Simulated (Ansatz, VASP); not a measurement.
# VCuSi3: VASP beside Ansatz

```xyz
5
Lattice="4.4593 0.0000 0.0000 0.0000 4.4593 0.0000 0.0000 0.0000 4.4593" Properties=species:S:1:pos:R:3 pbc="T T T"
V     0.0000    0.0000    0.0000
Si    0.0000    2.2297    2.2297
Si    2.2297    0.0000    2.2297
Si    2.2297    2.2297    0.0000
Cu    2.2297    2.2297    2.2297
```

Alike in both runs: functional PBE; k mesh 4 × 4 × 4; occupations gaussian, width 0.1 eV; collinear spin.

Ansatz relaxed the structure, and its values are those at the end. VASP's run is a single point on that final structure, the one shown.

|  | VASP | Ansatz |
| --- | --- | --- |
| version | VASP 6.6.1 | Ansatz 0.2.0 |
| potentials or method | VASP PAW PBE potentials, release 64 (V_sv, Si, Cu), cutoff 600 eV | scalar-relativistic, plane waves, PAW |
| valence electrons in the cell | 36 | 44 |

|  | VASP | Ansatz | Ansatz less VASP |
| --- | --- | --- | --- |
| gap on the k mesh at the Fermi level (eV) | none | none | - |
| pressure (GPa) | -2.3 | 0.1 | +2.44 |
| net moment per atom (μB) | 0.01 | 0.68 | +0.678 |
| size of the moment on the site where the two differ most (μB) | 0.01 | 2.85 | +2.836 |

The net moments are unlike, so the other rows may belong to different states. Site moments also hang on the region over which each program counts them. A gap of «none» marks a metal or a gap that the smearing closes. VASP's potentials hold 36 valence electrons a cell and Ansatz's 44, so a difference there can come from the potentials and not from the codes.
